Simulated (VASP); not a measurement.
Wanted: the native input for a VASP 6.6.1 run.

```
Task                   : single point
Functional             : PBE
Potentials or basis    : VASP PAW PBE potentials, release 64 (Ti_sv)
Cutoff                 : 520 eV
k mesh                 : 20 × 20 × 20
Occupations            : gaussian, width 0.15 eV
Spin                   : no spin polarisation
Dipole correction      : no
Further INCAR settings : ALGO = Normal; EDIFF = 1e-06; NBANDS = 12
```

The structure of Ti lies in POSCAR:

```
Ti
1.0
   -1.6245900000      1.6410000000      1.6410000000
    1.6245900000     -1.6410000000      1.6410000000
    1.6245900000      1.6410000000     -1.6410000000
Ti
1
Direct
    0.0000000000      0.0000000000      0.0000000000
```

This cell differs from its parent crystal: strain -0.0100 x Voigt [1, 0, 0, 0, 0, 0].

The input as run:

INCAR

```
SYSTEM = Ti
ALGO = Normal ; EDIFF = 1E-6
ENCUT = 520 ; GGA = PE
ISIF = 2 ; ISMEAR = 0
LASPH = .True. ; LCHARG = .False.
LREAL = .False. ; LWAVE = .False.
NBANDS = 12 ; NELM = 80
PREC = Accurate ; SIGMA = 0.15
```

KPOINTS

```
k-points
0
Gamma
  20 20 20
  0 0 0
```

Potentials or basis: VASP PAW PBE potentials, release 64 (Ti_sv).

Command:

```console
$ cat potpaw_PBE.64/Ti_sv/POTCAR > POTCAR
$ mpirun -np 1 vasp_std > vasp.out
```

Results of the run:

The pressure is -1.6 GPa and the band gap on the k mesh is zero (band 6 reaches 8.99 eV, above the bottom of band 7 at 7.36 eV).

Caveat: the cell differs from its parent crystal (strain -0.0100 x Voigt [1, 0, 0, 0, 0, 0]).

Wall time 110 s on 1 thread of Intel Xeon 8259CL, with other jobs on the host, peak memory 0.25 GiB.
